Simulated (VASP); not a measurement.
# As (P6/mmm) in VASP: further runs

As is run at these levels: PBEsol; tasks: single point.

Everything below comes from runs of VASP 6.6.1. Logs are shortened: lines on timing, memory, paths and dates and some standing lists are left out, and cuts for length are marked.

**1. The cell of the first run**

It takes space group P6/mmm (No. 191, hexagonal). The conventional cell has a = 4.777 Å, b = 4.777 Å, c = 2.782 Å, α = 90.00°, β = 90.00°, γ = 120.00°. As (site symmetry 6/mmm) has 14 As at 2.78 to 3.09 Å within 3.7 Å. Within 3.6 Å of As (site symmetry -6m2) lie 11 As at 2.76 to 3.09 Å.

**2. Single point, PBEsol**

Input file INCAR:

```
SYSTEM = As
ALGO = Normal
EDIFF = 1E-6
ENCUT = 520
GGA = PS
ISIF = 2
ISMEAR = -1
LASPH = .True.
LCHARG = .True.
LELF = .True.
LREAL = .False.
LVHAR = .True.
LWAVE = .False.
NBANDS = 14
NELM = 60
PREC = Accurate
SIGMA = 0.1
```

Input file KPOINTS:

```
k-points
0
Gamma
  9 9 13
  0 0 0
```

Input file POSCAR:

```
As
1.0
    4.7773408999      0.0000000000      0.0000000000
   -2.3886704499      4.1372985818      0.0000000000
    0.0000000000      0.0000000000      2.7820315507
As
3
Direct
    1.0000000000      0.0000000000      0.0000000000
    0.3333333333      0.6666666667      0.5000000000
    0.6666666667      0.3333333333      0.5000000000
```

Potentials or basis: VASP PAW PBE potentials, release 64 (As).

Launch:

```
> cat potpaw_PBE.64/As/POTCAR > POTCAR
> mpirun -np 1 vasp_std > vasp.out
```

OUTCAR:

```text
SYSTEM = As
   EDIFF = 1E-6
   ENCUT = 520
   GGA = PS
   ISIF = 2
   ISMEAR = -1
   LASPH = .True.
   LREAL = .False.
   NELM = 60
   PREC = Accurate

 ion  position               nearest neighbor table
   1  0.000  0.000  0.000-
   2  0.333  0.667  0.500-   3 2.76   3 2.76   3 2.76
   3  0.667  0.333  0.500-   2 2.76   2 2.76   2 2.76

  LATTYP: Found a hexagonal cell.
 ALAT       =     4.7773408999
 C/A-ratio  =     0.5823389222

  Lattice vectors:

 A1 = (   4.7773408999,   0.0000000000,   0.0000000000)
 A2 = (  -2.3886704499,   4.1372985818,   0.0000000000)
 A3 = (   0.0000000000,   0.0000000000,   2.7820315507)

Analysis of symmetry for initial positions (statically):
=====================================================================
 Subroutine PRICEL returns:
 Original cell was already a primitive cell.

 Routine SETGRP: Setting up the symmetry group for a
 hexagonal supercell.

 Subroutine GETGRP returns: Found 24 space group operations
 (whereof 24 operations were pure point group operations)
 out of a pool of 24 trial point group operations.

The static configuration has the point symmetry D_6h.

Analysis of symmetry for dynamics (positions and initial velocities):
=====================================================================
 Subroutine PRICEL returns:
 Original cell was already a primitive cell.

 Routine SETGRP: Setting up the symmetry group for a
 hexagonal supercell.

 Subroutine GETGRP returns: Found 24 space group operations
 (whereof 24 operations were pure point group operations)
 out of a pool of 24 trial point group operations.

The dynamic configuration has the point symmetry D_6h.

 Subroutine INISYM returns: Found 24 space group operations
 (whereof 24 operations are pure point group operations),
 and found     1 'primitive' translations

----------------------------------------------------------------------------------------

                                     Primitive cell

  volume of cell :      54.9876

  direct lattice vectors                    reciprocal lattice vectors
     4.777340900  0.000000000  0.000000000     0.209321466  0.120851805  0.000000000
    -2.388670450  4.137298582  0.000000000     0.000000000  0.241703609  0.000000000
     0.000000000  0.000000000  2.782031551     0.000000000  0.000000000  0.359449554

  length of vectors
     4.777340900  4.777340900  2.782031551     0.241703609  0.241703609  0.359449554

  position of ions in fractional coordinates (direct lattice)
     0.000000000  0.000000000  0.000000000
     0.333333333  0.666666667  0.500000000
     0.666666667  0.333333333  0.500000000

  ion indices of the primitive-cell ions
   primitive index   ion index
                 1           1
                 2           2
                 3           3

----------------------------------------------------------------------------------------

 KPOINTS: k-points

Automatic generation of k-mesh.
 Grid dimensions read from file:
 generate k-points for:    9    9   13

 Generating k-lattice:

  Cartesian coordinates                     Fractional coordinates (reciprocal lattice)
     0.023257941  0.013427978  0.000000000     0.111111111 -0.000000000  0.000000000
     0.000000000  0.026855957  0.000000000     0.000000000  0.111111111  0.000000000
     0.000000000  0.000000000  0.027649966     0.000000000  0.000000000  0.076923077

  Length of vectors
     0.026855957  0.026855957  0.027649966

  Shift w.r.t. Gamma in fractional coordinates (k-lattice)
     0.000000000  0.000000000  0.000000000

 Subroutine IBZKPT returns following result:
 ===========================================

 Found     84 irreducible k-points:

 Following reciprocal coordinates:
            Coordinates               Weight
  0.000000  0.000000  0.000000      1.000000
  0.111111  0.000000  0.000000      6.000000
  0.222222  0.000000  0.000000      6.000000
  0.333333  0.000000  0.000000      6.000000
  0.444444  0.000000  0.000000      6.000000
  0.111111  0.111111  0.000000      6.000000
[... 16 lines left out ...]
  0.333333  0.222222  0.076923     24.000000
  0.333333  0.333333  0.076923      4.000000
 [... further k-points ...]
   k-points           NKPTS =     84   k-points in BZ     NKDIM =     84   number of bands    NBANDS=     14
   number of dos      NEDOS =    301   number of ions     NIONS =      3
   total plane-waves  NPLWV =  31104
   dimension x,y,z NGX =    36 NGY =   36 NGZ =   24
   dimension x,y,z NGXF=    72 NGYF=   72 NGZF=   48
   ions per type =               3
   NGX,Y,Z   is equivalent  to a cutoff of  12.53, 12.53, 14.34 a.u.
   NGXF,Y,Z  is equivalent  to a cutoff of  25.06, 25.06, 28.68 a.u.
 SYSTEM =  As
   PREC   = accura    normal or accurate (medium, high low for compatibility)
   ISTART =      0    job   : 0-new  1-cont  2-samecut
   ICHARG =      2    charge: 1-file 2-atom 10-const
   ISPIN  =      1    spin polarized calculation?
   LNONCOLLINEAR =      F non collinear calculations
   LSORBIT =      F    spin-orbit coupling
   LASPH  =      T    aspherical Exc in radial PAW
   ENCUT  =  520.0 eV  38.22 Ry    6.18 a.u.   8.88  8.88  5.17*2*pi/ulx,y,z
   NELM   =     60;   NELMIN=  2; NELMDL= -5     # of ELM steps
   EDIFF  = 0.1E-05   stopping-criterion for ELM
   LREAL  =      F    real-space projection
   EDIFFG = 0.1E-04   stopping-criterion for IOM
   NSW    =      0    number of steps for IOM
   IBRION =     -1    ionic relax: 0-MD 1-quasi-New 2-CG
   NFREE  =      0    steps in history (QN), initial steepest desc. (CG)
   ISIF   =      2    stress and relaxation
   ISYM   =      2    0-nonsym 1-usesym 2-fastsym
   POTIM  = 0.5000    time-step for ionic-motion
   TEBEG  =    0.0;   TEEND  =   0.0 temperature during run
   PSTRESS=    0.0 pullay stress
   NELECT =      15.0000    total number of electrons
   NUPDOWN=      -1.0000    fix difference up-down
   EMIN   =  10.00;   EMAX   =-10.00  energy-range for DOS
   EFERMI =   0.00;   METHOD = LEGACY
   ISMEAR =    -1;   SIGMA  =   0.10  broadening in eV -4-tet -1-fermi 0-gaus
   EFERMI_NEDOS =   21; number of points for ismear=-14 and -15
   IALGO  =     38    algorithm
   IMIX   =      4    mixing-type and parameters
     AMIX     =   0.40;   BMIX     =  1.00
     AMIX_MAG =   1.60;   BMIX_MAG =  1.00
  volume/ion in A,a.u.               =      18.33       123.69
  Fermi-wavevector in a.u.,A,eV,Ry     =   1.061737  2.006392 15.337644  1.127285
  Thomas-Fermi vector in A             =   2.197163
   LORBIT       =      0    0 simple, 1 ext, 2 COOP (PROOUT), +10 PAW based schemes
   GGA     = PS    functional components
   LHFCALC =     F    Hartree Fock is set to
   AEXX    =    0.0000 exact exchange contribution
   IVDW    =     0    specifies the selected vdW correction
   LEPSILON=     F    determine dielectric tensor
   LRPA    =     F    only Hartree local field effects (RPA)
 non-spin polarized calculation
  energy-cutoff  :      520.00
  volume of cell :       54.99
 maximum number of plane-waves:      1500
 NGX is ok and might be reduce to    36
   NGX = 17   NGY = 17   NGZ = 11

 number of electron      14.9999999 magnetization

 Free energy of the ion-electron system (eV)
  ---------------------------------------------------
  ext. energy  EPLUGINS =         0.00000000
  ---------------------------------------------------
  free energy    TOTEN  =       -14.19102602 eV

  energy without entropy =      -14.13672834  energy(sigma->0) =      -14.16387718

 E-fermi :   6.7721     XC(G=0): -11.0241

 val. band max:        6.7385608394   @ k =   0.3333   0.2222   0.4615
 cond. band min:       6.7992559366   @ k =   0.3333   0.1111   0.1538
 fundamental gap:      0.0606950972
 Fermi energy:         6.7721409683

 k-point     1 :       0.0000    0.0000    0.0000
  band No.  band energies     occupation
      1      -8.6825      2.00000
      2      -3.0204      2.00000
      3      -2.8392      2.00000
      4       1.8773      2.00000
      5       1.8773      2.00000
      6       2.1654      2.00000
      7       2.1654      2.00000
      8       9.3864      0.00000
      9      12.6956      0.00000
     10      12.6956      0.00000
     11      13.6862      0.00000
     12      13.7034      0.00000
     13      14.0166      0.00000
     14      19.4410      0.00000

 k-point     2 :       0.1111    0.0000    0.0000
  band No.  band energies     occupation
      1      -8.5804      2.00000
      2      -3.2780      2.00000
      3      -3.0966      2.00000
      4       1.1681      2.00000
      5       1.5860      2.00000
      6       3.0710      2.00000
      7       3.3562      2.00000
      8       9.4820      0.00000
      9      11.9137      0.00000
     10      12.4365      0.00000
     11      13.5376      0.00000
     12      13.5869      0.00000
     13      14.1284      0.00000
     14      19.2719      0.00000

 k-point     3 :       0.2222    0.0000    0.0000
  band No.  band energies     occupation
      1      -8.2751      2.00000
      2      -4.1214      2.00000
      3      -3.4698      2.00000
      4       0.5357      2.00000
      5       2.1195      2.00000
      6       4.2879      2.00000
      7       5.1697      2.00000
      8       9.7653      0.00000
      9      10.2195      0.00000
     10      11.6305      0.00000
     11      13.0569      0.00000
     12      13.3647      0.00000
     13      14.4349      0.00000
     14      18.2234      0.00000
[... 324 lines left out ...]
 k-point    23 :       0.3333    0.2222    0.0769
  band No.  band energies     occupation
      1      -6.6745      2.00000
      2      -5.8123      2.00000
      3      -5.0187      2.00000
      4       1.7722      2.00000
      5       3.4058      2.00000
      6       5.1231      2.00000
      7       8.6419      0.00000
      8       9.0348      0.00000
      9      10.0135      0.00000
     10      10.1943      0.00000
     11      10.8504      0.00000
     12      11.3679      0.00000
     13      15.0819      0.00000
     14      15.9340      0.00000

 k-point    24 :       0.3333    0.3333    0.0769
  band No.  band energies     occupation
      1      -5.9510      2.00000
      2      -5.9510      2.00000
      3      -5.8238      2.00000
      4       3.0503      2.00000
      5       3.4911      2.00000
      6       3.4911      2.00000
      7       9.3368      0.00000
      8       9.3368      0.00000
      9      10.3103      0.00000
     10      10.5671      0.00000
     11      10.9488      0.00000
     12      10.9488      0.00000
     13      15.0536      0.00000
     14      15.2068      0.00000

 [... further k-points ...]
[... 5 lines left out ...]
  --------------------------------------------------------------------------------------
  -------------------------------------------------------------------------------------
  Total       -0.1741525     -0.1741525      0.9125380     -0.0000000      0.0000000      0.0000000
  in kB       -5.0742887     -5.0742887     26.5886556     -0.0000000      0.0000000      0.0000000
  external PRESSURE =       5.4800261 kB  Pullay stress =       0.0000000 kB

 VOLUME and BASIS-vectors are now :
 -----------------------------------------------------------------------------
  energy-cutoff  :      520.00
  volume of cell :       54.99
      direct lattice vectors                 reciprocal lattice vectors
     4.777340900  0.000000000  0.000000000     0.209321466  0.120851805  0.000000000
    -2.388670450  4.137298582  0.000000000     0.000000000  0.241703609  0.000000000
     0.000000000  0.000000000  2.782031551     0.000000000  0.000000000  0.359449554

 POSITION                                       TOTAL-FORCE (eV/Angst)
 -----------------------------------------------------------------------------------
      0.00000      0.00000      0.00000         0.000000      0.000000      0.000000
     -0.00000      2.75820      1.39102        -0.000000     -0.000000     -0.000000
      2.38867      1.37910      1.39102         0.000000      0.000000      0.000000
 -----------------------------------------------------------------------------------
    total drift:                               -0.000000      0.000000     -0.000000

  FREE ENERGIE OF THE ION-ELECTRON SYSTEM (eV)
  ---------------------------------------------------
  free  energy   TOTEN  =       -14.1910260154 eV

  energy  without entropy=      -14.1367283375  energy(sigma->0) =      -14.16387718
```

Run time: 15 s. Hardware: 1 thread of Intel Xeon 6975P-C (Granite Rapids), shared host; peak memory 0.2 GiB.

What came out:

* Free energy: -14.1910 eV
* Pressure: 0.5 GPa

Levels at points of the mesh, in eV from the Fermi level:
| k point | band 4 | band 5 | band 6 | band 7 | band 8 | band 9 | band 10 | band 11 | band 12 | band 13 |
| --- | --- | --- | --- | --- | --- | --- | --- | --- | --- | --- |
| (0.00, 0.00, 0.00) | -4.89 | -4.89 | -4.61 | -4.61 | 2.61 | 5.92 | 5.92 | 6.91 | 6.93 | 7.24 |

Caveat: the PAW data sets were made with another functional, which shifts forces and pressure a little.

**3. Single point, PBEsol (volume scaled by 1.04)**

Input file INCAR:

```
PREC     = Accurate       # precision mode
ENCUT    = 520            # plane-wave cutoff, eV
EDIFF    = 1E-6           # SCF threshold, eV
ISMEAR   = -1             # smearing method
SIGMA    = 0.1            # smearing width, eV
LREAL    = F              # projectors in reciprocal space
LASPH    = T              # aspherical terms in the spheres
NELM     = 80             # most SCF steps
ALGO     = Normal         # electronic algorithm
ISIF     = 2              # what is computed and relaxed
LWAVE    = F              # write WAVECAR
LCHARG   = F              # write CHGCAR
GGA      = PS             # functional
NBANDS   = 14             # bands
```

Input file KPOINTS:

```
Automatic mesh
0
Gamma
  9 9 13
```

Input file POSCAR:

```
As
1.0
    4.8402078580      0.0000000000      0.0000000000
   -2.4201039290      4.1917429646      0.0000000000
    0.0000000000      0.0000000000      2.8186414273
As
3
Direct
    1.0000000000      0.0000000000      0.0000000000
    0.3333333333      0.6666666667      0.5000000000
    0.6666666667      0.3333333333      0.5000000000
```

Potentials or basis: VASP PAW PBE potentials, release 64 (As).

Launch:

```
> cat potpaw_PBE.64/As/POTCAR > POTCAR
> mpirun -np 1 vasp_std > vasp.out
```

Run time: 13 s. Hardware: 1 thread of Intel Xeon 6975P-C (Granite Rapids), shared host; peak memory 0.2 GiB.

It converged, with:

- Free energy: -14.1747 eV
- Pressure: -2.8 GPa

Stress tensor (GPa, compression positive):
```
-3.54  0.00  0.00
 0.00 -3.54  0.00
 0.00  0.00 -1.41
```

Levels at points of the mesh, in eV from the Fermi level:
```
           k point  band 5  band 6  band 7  band 8  band 9  band 10  band 11  band 12
(0.00, 0.00, 0.00)   -4.66   -4.37   -4.37    2.53    5.63     5.63     6.57     6.59
```

Caveat: the PAW data sets were made with another functional, which shifts forces and pressure a little.
